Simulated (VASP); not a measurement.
A run of VASP 6.6.1 is set up as follows.

File POSCAR:

```
MgO
1.0
    0.0000000000      2.1085000000      2.1085000000
    2.1085000000      0.0000000000      2.1085000000
    2.1085000000      2.1085000000      0.0000000000
Mg O
1 1
Direct
    0.0000000000      0.0000000000      0.0000000000
    0.5000000000      0.5000000000      0.5000000000
```

Contents of INCAR.step1:

```
SYSTEM = MgO
ALGO = Normal
EDIFF = 1E-4
ENCUT = 520
GGA = PE
ISMEAR = 0
LASPH = .True.
LCHARG = .False.
LREAL = .False.
LWAVE = .True.
NBANDS = 11
NELM = 80
PREC = Accurate
SIGMA = 0.02
```

INCAR.step2

```
SYSTEM = MgO
ALGO = Normal
EDIFF = 1E-6
ENCUT = 520
ISIF = 2
ISMEAR = 0
ISTART = 1
LASPH = .True.
LCHARG = .True.
LELF = .True.
LMIXTAU = .True.
LREAL = .False.
LVHAR = .True.
LWAVE = .False.
METAGGA = R2SCAN
NBANDS = 11
NELM = 80
PREC = Accurate
SIGMA = 0.02
```

KPOINTS

```
k-points
0
Gamma
  10 10 10
  0 0 0
```

Potentials or basis: VASP PAW PBE potentials, release 64 (Mg, O).

The run is started by

```sh
$ cat potpaw_PBE.64/Mg/POTCAR potpaw_PBE.64/O/POTCAR > POTCAR
$ cp INCAR.step1 INCAR
$ mpirun -np 1 vasp_std > vasp.out
$ cp INCAR.step2 INCAR
$ mpirun -np 1 vasp_std > vasp.out
```

Question: Predict the pressure.

Answer: -2.6 GPa.

Question: Predict the band gap on the k mesh.

Answer: 5.57 eV, direct.

Caveat: the PAW data sets were made with another functional, which shifts forces and pressure a little.

**What was measured.**

From “Electronic structure of alkaline earth and post-transition metal oxides”, 2009, arxiv:0908.1581, for a bulk crystal of MgO: band gap 7.83 eV.

A measured gap of MgO is 7.83 eV (quoted in “Electronic structure of alkaline earth and post-transition metal oxides”, 2009, arxiv:0908.1581); the calculated 5.57 eV misses it by -2.26 eV. The value is that of r2SCAN, without temperature or zero-point motion.
